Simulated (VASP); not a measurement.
Sb, 1 atom in the cell. Symmetry: I4/mmm, No. 139, tetragonal system. Conventional cell: a = 3.215 Å, b = 3.215 Å, c = 5.530 Å, α = 90.00°, β = 90.00°, γ = 90.00°. Sb (site symmetry 4/mmm) has 12 Sb at 3.21 to 3.58 Å within 4.2 Å. 

| Quantity | Value |
| --- | --- |
| Program | VASP 6.6.1 |
| Task | single point |
| Functional | LDA |
| Potentials or basis | VASP PAW LDA potentials, release 64 (Sb) |
| Cutoff | 520 eV |
| k mesh | 12 × 12 × 12 |
| Occupations | fermi-dirac, width 0.05 eV |
| Spin | no spin polarisation |
| Dipole correction | no |
| Further INCAR settings | ALGO = Normal; EDIFF = 1e-06; NBANDS = 8 |

Potentials or basis: VASP PAW LDA potentials, release 64 (Sb).

The run is started by

```console
$ cat potpaw_LDA.64/Sb/POTCAR > POTCAR
$ mpirun -np 1 vasp_std > vasp.out
```

Hardware: 1 thread of Intel(R) Xeon(R) 6975P-C (Granite Rapids), on a shared host.

Problem. Estimate the wall time of this run.

Solution. Wall time 15 s on 1 thread of Intel(R) Xeon(R) 6975P-C (Granite Rapids) (shared host), peak memory 0.16 GiB. Counts: scf iterations 9, k points 163.
